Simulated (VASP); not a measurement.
A run of VASP 6.6.1 is set up as follows.

The input INCAR:

```
ALGO = Normal ; EDIFF = 1E-6
ENCUT = 520 ; GGA = PE
ISIF = 2 ; ISMEAR = 0
LASPH = T ; LCHARG = F
LREAL = F ; LWAVE = F
NBANDS = 15 ; NELM = 60
PREC = Accurate ; SIGMA = 0.01
```

KPOINTS

```
k-points
0
Gamma
  4 4 4
```

File POSCAR:

```
CaO
1.0
    0.0000000000      2.6067317366      2.6067317366
    2.6067317366      0.0000000000      2.6067317366
    2.6067317366      2.6067317366      0.0000000000
Ca O
1 1
Direct
    0.0000000000      0.0000000000      0.0000000000
    0.2500000000      0.2500000000      0.2500000000
```

Potentials or basis: VASP PAW PBE potentials, release 64 (Ca_sv, O).

Command:

```sh
$ cat potpaw_PBE.64/Ca_sv/POTCAR potpaw_PBE.64/O/POTCAR > POTCAR
$ mpirun -np 1 vasp_std > vasp.out
```

Question: Estimate the pressure.

Answer: 1.8 GPa.

Question: Estimate the band gap on the k mesh.

Answer: 3.33 eV, indirect (least direct gap 3.95 eV).

Caveat: the k points lie up to 0.52 Å⁻¹ apart. A k mesh can miss the band edges.
